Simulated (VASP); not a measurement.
**GaW8C8: single point with PBE**

System: GaW8C8, a slab with vacuum.

```
W C Ga
1.0
     5.83319    0.00000    0.00000
    -2.91659    5.05169    0.00000
     0.00000    0.00000   16.25915
W C Ga
8 8 1
Direct
  0.00000 0.00000 0.06150
  0.00034 0.99980 0.23591
  0.00000 0.50000 0.06150
  0.00033 0.50063 0.23589
  0.50000 0.00000 0.06150
  0.49948 0.99980 0.23591
  0.50000 0.50000 0.06150
  0.50007 0.50013 0.23989
  0.33371 0.16738 0.14270
  0.33322 0.16641 0.31049
  0.33369 0.66652 0.14269
  0.33310 0.66682 0.31052
  0.83338 0.16674 0.14147
  0.83336 0.16670 0.30299
  0.83286 0.66652 0.14270
  0.83373 0.66682 0.31052
  0.16665 0.83327 0.39222
```

- Program: VASP 6.6.1
- Task: single point
- Functional: PBE
- Potentials or basis: VASP PAW PBE potentials, release 64 (W_sv, C, Ga_d)
- Cutoff: 520 eV
- k mesh: 5 × 5 × 1
- Occupations: gaussian, width 0.1 eV
- Spin: no spin polarisation

The largest force is 0.360 eV/Å and the band gap on the k mesh is zero (an odd number of electrons rules out a gap without spin polarisation).

Forces on the atoms (eV/Å):
```
W    0.066 -0.033 -0.198
W    0.009 -0.009 -0.026
W    0.000  0.079 -0.200
W   -0.001  0.011 -0.022
W   -0.065 -0.033 -0.199
W   -0.009 -0.008 -0.026
W    0.001  0.005  0.360
W    0.001 -0.003 -0.011
C   -0.001  0.001 -0.014
C   -0.001  0.007  0.075
C    0.005 -0.007 -0.012
C    0.010 -0.001  0.069
C   -0.001 -0.003  0.006
C    0.000  0.001  0.114
C   -0.006 -0.007 -0.013
C   -0.009  0.000  0.069
Ga   0.000  0.000  0.027
```

Levels at points of the mesh, in eV from the Fermi level:
```csv
k point,band 76,band 77,band 78,band 79,band 80,band 81
"(0.00, 0.00, 0.00)",0.26,0.36,0.36,0.45,0.66,0.66
```

Run time: 36 min on 1 thread of Intel Xeon 8259CL (shared host), peak memory 0.83 GiB.

Caveat: there is no dipole correction, which matters where the two faces differ; spin-orbit coupling is left out, which moves the levels of the heavy elements; an odd number of electrons without spin polarisation forces a metal; a magnetic or distorted state may lie lower.
